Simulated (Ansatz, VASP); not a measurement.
Two plane-wave programs on Sc3Ge

Contents of INCAR:

```
ALGO = Normal
EDIFF = 1E-6
ENCUT = 520
GGA = PE
ISIF = 2
ISMEAR = 0
LASPH = T
LCHARG = T
LELF = T
LREAL = F
LVHAR = T
LWAVE = F
NBANDS = 32
NELM = 100
PREC = Accurate
SIGMA = 0.1
```

KPOINTS

```
k-points
0
Gamma
  6 6 2
```

Contents of POSCAR:

```
Sc3Ge
1.0
    3.0741563000      0.0000000000      0.0000000000
   -1.5370781500      2.6622974500      0.0000000000
    0.0000000000      0.0000000000      9.2625642200
Sc Ge
3 1
Direct
    0.0000000000      0.0000000000      0.0000000000
    0.6666666700      0.3333333300      0.7329089000
    0.6666666700      0.3333333300      0.2670911000
    0.0000000000      0.0000000000      0.5000000000
```

Input for Ansatz:

```yaml
crystal:
  lattice:
    - [3.0741563, 0.0, 0.0]
    - [-1.53707815, 2.66229745, 0.0]
    - [0.0, 0.0, 9.26256422]
  atoms:
    - { symbol: Sc, position: [0.0, 0.0, 0.0] }
    - { symbol: Sc, position: [0.66666667, 0.33333333, 0.7329089] }
    - { symbol: Sc, position: [0.66666667, 0.33333333, 0.2670911] }
    - { symbol: Ge, position: [0.0, 0.0, 0.5] }
basis:
  ecutwfc: 420
kpoints:
  mp_grid: { grid: [6, 6, 2] }
hamiltonian:
  xc: pbe
scf:
  occupations: { method: gaussian, width: 0.1 }
  lower_state_search: "off"
output:
  forces: true
  stress: true
  eigenvalues: true
```

Change from the starting cell: species swapped into the MgSn3 type (P-6m2, No. 187).

Alike in both runs: task single point; functional PBE; k mesh 6 × 6 × 2; occupations gaussian, width 0.1 eV; no spin polarisation.

```csv
,VASP,Ansatz
version,VASP 6.6.1,Ansatz 0.2.0
potentials or method,"VASP PAW PBE potentials, release 64 (Sc_sv, Ge_d), cutoff 520 eV","scalar-relativistic, plane waves, PAW"
valence electrons in the cell,47,47
```

VASP gave:

```
gap on the k mesh at the Fermi level (eV)                     : none
pressure (GPa)                                                : 13.9
traceless stress, the component that is largest in VASP (GPa) : 0.49
rms of the force components (eV/Å)                            : 0.006
```

Task: What did Ansatz give for the same quantities?

Result: gap on the k mesh at the Fermi level (eV): none; pressure (GPa): 13.7; traceless stress, the component that is largest in VASP (GPa): 0.45; rms of the force components (eV/Å): 0.001.

Atom by atom the forces differ by 0.004 eV/Å (rms over components). A gap of «none» marks a metal or a gap that the smearing closes.

The k mesh is coarse, so the values compare programs but aren't converged.
